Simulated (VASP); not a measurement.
# C (P6_3/mmc) in VASP: single point with PBEsol

Aim: the single point of C with PBEsol.

Everything below comes from runs of VASP 6.6.1. Logs are shortened: lines on timing, memory, paths and dates and some standing lists are left out, and cuts for length are marked.

### 1 The cell of the first run

It takes space group P6_3/mmc (No. 194, hexagonal). Conventional cell: a = 2.459 Å, b = 2.459 Å, c = 7.246 Å, α = 90.00°, β = 90.00°, γ = 120.00°. C (site symmetry -6m2) has 3 C at 1.42 Å within 1.9 Å. C (site symmetry -6m2) has 3 C at 1.42 Å within 1.9 Å.

### 2 Single point, PBEsol

INCAR reads:

```
SYSTEM = C
PREC     = Accurate       ! precision mode
ENCUT    = 520            ! plane-wave cutoff, eV
EDIFF    = 1E-6           ! SCF threshold, eV
ISMEAR   = 0              ! smearing method
SIGMA    = 0.15           ! smearing width, eV
LREAL    = .FALSE.        ! projectors in reciprocal space
LASPH    = .TRUE.         ! aspherical terms in the spheres
NELM     = 60             ! most SCF steps
ALGO     = Normal         ! electronic algorithm
ISIF     = 2              ! what is computed and relaxed
LWAVE    = .FALSE.        ! write WAVECAR
LCHARG   = .TRUE.         ! write CHGCAR
GGA      = PS             ! functional
LELF     = .TRUE.         ! ELF
LVHAR    = .TRUE.       
NBANDS   = 26             ! bands
```

KPOINTS reads:

```
regular mesh
0
G
  18 18 3
  0 0 0
```

POSCAR reads:

```
C
1.0
   -2.4587330167      0.0000000000      0.0000000000
   -1.2293665084     -2.1293252536      0.0000000000
    0.0000000000      0.0000000000     14.4916134525
C
8
Direct
    0.0000000000      0.0000000000      0.0012509853
    0.0000000000      0.0000000000      0.5012509853
    0.0000000000      1.0000000000      0.2512509853
    0.0000000000      1.0000000000      0.7512509853
    0.3333333333      0.3333333333      0.0012490147
    0.3333333333      0.3333333333      0.5012490147
    0.6666666667      0.6666666667      0.2512490147
    0.6666666667      0.6666666667      0.7512490147
```

Potentials or basis: VASP PAW PBE potentials, release 64 (C).

Started as:

```sh
> cat potpaw_PBE.64/C/POTCAR > POTCAR
> mpirun -np 1 vasp_std > vasp.out
```

OUTCAR:

```text
SYSTEM = C
   PREC = Accurate
   ENCUT = 520
   EDIFF = 1E-6
   ISMEAR = 0
   LREAL = .FALSE.
   LASPH = .TRUE.
   NELM = 60
   ISIF = 2
   GGA = PS

 ion  position               nearest neighbor table
   1  0.000  0.000  0.001-   5 1.42   5 1.42   5 1.42
   2  0.000  0.000  0.501-   6 1.42   6 1.42   6 1.42
   3  0.000  0.000  0.251-   7 1.42   7 1.42   7 1.42
   4  0.000  0.000  0.751-   8 1.42   8 1.42   8 1.42
   5  0.333  0.333  0.001-   1 1.42   1 1.42   1 1.42
   6  0.333  0.333  0.501-   2 1.42   2 1.42   2 1.42
   7  0.667  0.667  0.251-   3 1.42   3 1.42   3 1.42
   8  0.667  0.667  0.751-   4 1.42   4 1.42   4 1.42

  LATTYP: Found a hexagonal cell.
 ALAT       =     2.4587330167
 C/A-ratio  =     5.8939353536

  Lattice vectors:

 A1 = (   1.2293665084,   2.1293252536,   0.0000000000)
 A2 = (  -2.4587330167,   0.0000000000,   0.0000000000)
 A3 = (   0.0000000000,   0.0000000000,  14.4916134525)

Analysis of symmetry for initial positions (statically):
=====================================================================
 Subroutine PRICEL returns following result:

  LATTYP: Found a hexagonal cell.
 ALAT       =     2.4587330167
 C/A-ratio  =     2.9469676768

  Lattice vectors:

 A1 = (   1.2293665084,   2.1293252536,   0.0000000000)
 A2 = (  -2.4587330167,   0.0000000000,   0.0000000000)
 A3 = (   0.0000000000,   0.0000000000,   7.2458067262)

   2 primitive cells build up your supercell.

 Routine SETGRP: Setting up the symmetry group for a
 hexagonal supercell.

 Subroutine GETGRP returns: Found 24 space group operations
 (whereof  6 operations were pure point group operations)
 out of a pool of 24 trial point group operations.

The static configuration has the point symmetry C_3v.
 The point group associated with its full space group is D_6h.

Analysis of symmetry for dynamics (positions and initial velocities):
=====================================================================
 Subroutine PRICEL returns following result:

  LATTYP: Found a hexagonal cell.
 ALAT       =     2.4587330167
 C/A-ratio  =     2.9469676768

  Lattice vectors:

 A1 = (   1.2293665084,   2.1293252536,   0.0000000000)
 A2 = (  -2.4587330167,   0.0000000000,   0.0000000000)
 A3 = (   0.0000000000,   0.0000000000,   7.2458067262)

   2 primitive cells build up your supercell.

 Routine SETGRP: Setting up the symmetry group for a
 hexagonal supercell.

 Subroutine GETGRP returns: Found 24 space group operations
 (whereof  6 operations were pure point group operations)
 out of a pool of 24 trial point group operations.

The dynamic configuration has the point symmetry C_3v.
 The point group associated with its full space group is D_6h.

 Subroutine INISYM returns: Found 24 space group operations
 (whereof  6 operations are pure point group operations),
 and found     2 'primitive' translations

----------------------------------------------------------------------------------------

                                     Primitive cell

  volume of cell :      37.9350

  direct lattice vectors                    reciprocal lattice vectors
     1.229366508  2.129325254  0.000000000     0.000000000  0.469632339  0.000000000
    -2.458733017  0.000000000  0.000000000    -0.406713536  0.234816170  0.000000000
     0.000000000  0.000000000  7.245806726     0.000000000  0.000000000  0.138010858

  length of vectors
     2.458733017  2.458733017  7.245806726     0.469632339  0.469632339  0.138010858

  position of ions in fractional coordinates (direct lattice)
     0.000000000  0.000000000  0.002501971
     0.000000000  0.000000000  0.502501971
     0.666666667  0.333333333  0.002498029
     0.333333333  0.666666667  0.502498029

  ion indices of the primitive-cell ions
   primitive index   ion index
                 1           1
                 2           3
                 3           5
                 4           7

----------------------------------------------------------------------------------------

 KPOINTS: regular mesh

Automatic generation of k-mesh.
 Grid dimensions read from file:
 generate k-points for:   18   18    3

 Generating k-lattice:

  Cartesian coordinates                     Fractional coordinates (reciprocal lattice)
    -0.022595196  0.013045343  0.000000000     0.055555556  0.000000000  0.000000000
     0.000000000 -0.026090686  0.000000000     0.000000000  0.055555556  0.000000000
     0.000000000  0.000000000  0.023001810     0.000000000  0.000000000  0.333333333

  Length of vectors
     0.026090686  0.026090686  0.023001810

  Shift w.r.t. Gamma in fractional coordinates (k-lattice)
     0.000000000  0.000000000  0.000000000

 Subroutine IBZKPT returns following result:
 ===========================================

 Found     74 irreducible k-points:

 Following reciprocal coordinates:
            Coordinates               Weight
  0.000000  0.000000  0.000000      1.000000
  0.055556  0.000000  0.000000      6.000000
  0.111111  0.000000  0.000000      6.000000
  0.166667  0.000000  0.000000      6.000000
  0.222222  0.000000  0.000000      6.000000
  0.277778  0.000000  0.000000      6.000000
[... 16 lines left out ...]
  0.444444  0.111111  0.000000     12.000000
  0.500000  0.111111  0.000000     12.000000
 [... further k-points ...]
   k-points           NKPTS =     74   k-points in BZ     NKDIM =     74   number of bands    NBANDS=     26
   number of dos      NEDOS =    301   number of ions     NIONS =      8
   total plane-waves  NPLWV =  34992
   dimension x,y,z NGX =    18 NGY =   18 NGZ =  108
   dimension x,y,z NGXF=    36 NGYF=   36 NGZF=  216
   ions per type =               8
   NGX,Y,Z   is equivalent  to a cutoff of  12.17, 12.17, 12.39 a.u.
   NGXF,Y,Z  is equivalent  to a cutoff of  24.34, 24.34, 24.78 a.u.
 SYSTEM =  C
   PREC   = accura    normal or accurate (medium, high low for compatibility)
   ISTART =      0    job   : 0-new  1-cont  2-samecut
   ICHARG =      2    charge: 1-file 2-atom 10-const
   ISPIN  =      1    spin polarized calculation?
   LNONCOLLINEAR =      F non collinear calculations
   LSORBIT =      F    spin-orbit coupling
   LASPH  =      T    aspherical Exc in radial PAW
   ENCUT  =  520.0 eV  38.22 Ry    6.18 a.u.   4.57  4.57 26.94*2*pi/ulx,y,z
   NELM   =     60;   NELMIN=  2; NELMDL= -5     # of ELM steps
   EDIFF  = 0.1E-05   stopping-criterion for ELM
   LREAL  =      F    real-space projection
   EDIFFG = 0.1E-04   stopping-criterion for IOM
   NSW    =      0    number of steps for IOM
   IBRION =     -1    ionic relax: 0-MD 1-quasi-New 2-CG
   NFREE  =      0    steps in history (QN), initial steepest desc. (CG)
   ISIF   =      2    stress and relaxation
   ISYM   =      2    0-nonsym 1-usesym 2-fastsym
   POTIM  = 0.5000    time-step for ionic-motion
   TEBEG  =    0.0;   TEEND  =   0.0 temperature during run
   PSTRESS=    0.0 pullay stress
   NELECT =      32.0000    total number of electrons
   NUPDOWN=      -1.0000    fix difference up-down
   EMIN   =  10.00;   EMAX   =-10.00  energy-range for DOS
   EFERMI =   0.00;   METHOD = LEGACY
   ISMEAR =     0;   SIGMA  =   0.15  broadening in eV -4-tet -1-fermi 0-gaus
   EFERMI_NEDOS =   21; number of points for ismear=-14 and -15
   IALGO  =     38    algorithm
   IMIX   =      4    mixing-type and parameters
     AMIX     =   0.40;   BMIX     =  1.00
     AMIX_MAG =   1.60;   BMIX_MAG =  1.00
  volume/ion in A,a.u.               =       9.48        64.00
  Fermi-wavevector in a.u.,A,eV,Ry     =   1.227726  2.320066 20.508213  1.507311
  Thomas-Fermi vector in A             =   2.362678
   LORBIT       =      0    0 simple, 1 ext, 2 COOP (PROOUT), +10 PAW based schemes
   GGA     = PS    functional components
   LHFCALC =     F    Hartree Fock is set to
   AEXX    =    0.0000 exact exchange contribution
   IVDW    =     0    specifies the selected vdW correction
   LEPSILON=     F    determine dielectric tensor
   LRPA    =     F    only Hartree local field effects (RPA)
 non-spin polarized calculation
 Gauss-broadening in eV      SIGMA  =   0.15
  energy-cutoff  :      520.00
  volume of cell :       75.87
 maximum number of plane-waves:      2087
   NGX =  9   NGY =  9   NGZ = 53

 number of electron      31.9999991 magnetization

 Free energy of the ion-electron system (eV)
  ---------------------------------------------------
  ext. energy  EPLUGINS =         0.00000000
  ---------------------------------------------------
  free energy    TOTEN  =       -77.15961354 eV

  energy without entropy =      -77.15708372  energy(sigma->0) =      -77.15834863

 E-fermi :   3.9970     XC(G=0): -10.0185

 val. band max:        3.9946332714   @ k =  -0.3333   0.3333   0.0000
 cond. band min:       4.0006640662   @ k =  -0.3333   0.3333   0.3333
 fundamental gap:      0.0060307948
 Fermi energy:         3.9969524398

 k-point     1 :       0.0000    0.0000    0.0000
  band No.  band energies     occupation
      1     -15.6217      2.00000
      2     -15.5405      2.00000
      3     -15.5405      2.00000
      4     -15.4560      2.00000
      5      -4.3370      2.00000
      6      -3.7235      2.00000
[... 18 lines left out ...]
     25      12.3669      0.00000
     26      12.3701      0.00000

 k-point     2 :       0.0556    0.0000    0.0000
  band No.  band energies     occupation
      1     -15.5479      2.00000
      2     -15.4671      2.00000
      3     -15.4671      2.00000
      4     -15.3831      2.00000
      5      -4.2471      2.00000
      6      -3.6354      2.00000
[... 18 lines left out ...]
     25      12.6766      0.00000
     26      12.6863      0.00000

 k-point     3 :       0.1111    0.0000    0.0000
  band No.  band energies     occupation
      1     -15.3269      2.00000
      2     -15.2473      2.00000
      3     -15.2473      2.00000
      4     -15.1647      2.00000
      5      -3.9785      2.00000
      6      -3.3722      2.00000
[... 572 lines left out ...]
 k-point    23 :       0.4444    0.1111    0.0000
  band No.  band energies     occupation
      1     -11.8821      2.00000
      2     -11.8205      2.00000
      3     -11.8205      2.00000
      4     -11.7570      2.00000
      5      -6.9406      2.00000
      6      -6.9025      2.00000
[... 18 lines left out ...]
     25      12.9928      0.00000
     26      13.9670      0.00000

 k-point    24 :       0.5000    0.1111    0.0000
  band No.  band energies     occupation
      1     -10.8707      2.00000
      2     -10.8157      2.00000
      3     -10.8157      2.00000
      4     -10.7593      2.00000
      5      -8.2503      2.00000
      6      -8.2082      2.00000
[... 18 lines left out ...]
     25      13.6347      0.00000
     26      14.9722      0.00000

 [... further k-points ...]
[... 5 lines left out ...]
  --------------------------------------------------------------------------------------
  -------------------------------------------------------------------------------------
  Total        0.4965802      0.4965802     -0.0238336      0.0000000      0.0000000     -0.0000000
  in kB       10.4864831     10.4864831     -0.5033040      0.0000000      0.0000000     -0.0000000
  external PRESSURE =       6.8232207 kB  Pullay stress =       0.0000000 kB

 VOLUME and BASIS-vectors are now :
 -----------------------------------------------------------------------------
  energy-cutoff  :      520.00
  volume of cell :       75.87
      direct lattice vectors                 reciprocal lattice vectors
    -2.458733017  0.000000000  0.000000000    -0.406713536  0.234816170  0.000000000
    -1.229366508 -2.129325254  0.000000000     0.000000000 -0.469632339  0.000000000
     0.000000000  0.000000000 14.491613452     0.000000000  0.000000000  0.069005429

 POSITION                                       TOTAL-FORCE (eV/Angst)
 -----------------------------------------------------------------------------------
      0.00000      0.00000      0.01813         0.000000      0.000000     -0.000000
      0.00000      0.00000      7.26394         0.000000     -0.000000     -0.000000
      0.00000      0.00000      3.64103        -0.000000      0.000000     -0.000000
      0.00000      0.00000     10.88684         0.000000      0.000000     -0.000000
     -1.22937     -0.70978      0.01810         0.000000      0.000000     -0.000000
     -1.22937     -0.70978      7.26391         0.000000      0.000000     -0.000000
     -2.45873     -1.41955      3.64100        -0.000000     -0.000000      0.000000
     -2.45873     -1.41955     10.88681        -0.000000     -0.000000      0.000000
 -----------------------------------------------------------------------------------
    total drift:                               -0.000000     -0.000000      0.068228

  FREE ENERGIE OF THE ION-ELECTRON SYSTEM (eV)
  ---------------------------------------------------
  free  energy   TOTEN  =       -77.1596135360 eV

  energy  without entropy=      -77.1570837181  energy(sigma->0) =      -77.15834863
```

Run time: 66 s. Hardware: 1 thread of Intel Xeon 6975P-C (Granite Rapids), shared host; peak memory 0.23 GiB.

What came out:

| Property | Result |
| --- | --- |
| Free energy | -77.1596 eV |
| Pressure | 0.7 GPa |
| Band gap on the k mesh | zero (filled and empty bands touch) |

Caveat: the PAW data sets were made with another functional, which shifts forces and pressure a little; this functional lacks dispersion, which binds the layers, so the pressure and a relaxed spacing across them are unreliable.
